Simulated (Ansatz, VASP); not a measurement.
## Ir: VASP beside Ansatz

```
Ir
1.0
     2.74805    0.00000    0.00000
    -1.37403    2.37988    0.00000
     0.00000    0.00000    6.68010
Ir
3
Direct
  0.00000 0.00000 0.00000
  0.33333 0.66667 0.33333
  0.66667 0.33333 0.66667
```

Alike in both runs: task relaxation of cell and atoms; functional PBE; k mesh 18 × 18 × 7; occupations gaussian, width 0.1 eV; no spin polarisation.

```csv
,VASP,Ansatz
version,VASP 6.6.1,Ansatz 0.2.0
potentials or method,"VASP PAW PBE potentials, release 64 (Ir), cutoff 600 eV","scalar-relativistic, plane waves, PAW"
valence electrons in the cell,27,51
```

Ansatz gave:

- gap on the k mesh at the Fermi level, each at its own relaxed structure (eV): none
- relaxed volume (Å³/atom): 14.50
- relaxed length of the cell vector where the two differ most in proportion (Å): 2.736

Task: Estimate VASP's values.

Result: gap on the k mesh at the Fermi level, each at its own relaxed structure (eV): none; relaxed volume (Å³/atom): 14.52; relaxed length of the cell vector where the two differ most in proportion (Å): 2.738.

A gap of «none» marks a metal or a gap that the smearing closes. VASP's potentials hold 27 valence electrons a cell and Ansatz's 51, so a difference there can come from the potentials and not from the codes.

Neither program's run includes spin-orbit coupling. Noted on VASP's run: too few bands were computed for a metal, which touches its energy and stress.
